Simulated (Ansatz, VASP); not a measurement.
**TiSi2 in VASP and in Ansatz**

```xyz
6
Lattice="4.6834 -1.5043 -0.0185 4.6834 1.5043 -0.0185 -2.2253 0.0000 6.3252" Properties=species:S:1:pos:R:3 pbc="T T T"
Ti    2.1999    0.0000    2.1906
Ti    4.9416    0.0000    4.0977
Si    5.9567    0.0000    0.2004
Si    1.1848    0.0000    6.0879
Si   -0.3655    0.0000    2.0326
Si    7.5070    0.0000    4.2557
```

Alike in both runs: functional PBE; k mesh 14 × 14 × 6; occupations gaussian, width 0.1 eV; no spin polarisation.

Ansatz relaxed the structure, and its values are those at the end. VASP's run is a single point on that final structure, the one shown.

```csv
,VASP,Ansatz
version,VASP 6.6.1,Ansatz 0.2.0
potentials or method,"VASP PAW PBE potentials, release 64 (Ti_sv, Si), cutoff 520 eV","scalar-relativistic, plane waves, PAW"
valence electrons in the cell,40,40
```

|  | VASP | Ansatz | Ansatz less VASP |
| --- | --- | --- | --- |
| gap on the k mesh at the Fermi level (eV) | none | none | - |
| pressure (GPa) | -0.1 | 0.0 | +0.05 |
| rms of the force components (eV/Å) | 0.004 | 0.003 | -0.0004 |

A gap of «none» marks a metal or a gap that the smearing closes. With one functional, cell and mesh, what is left measures potentials, basis and numerics.
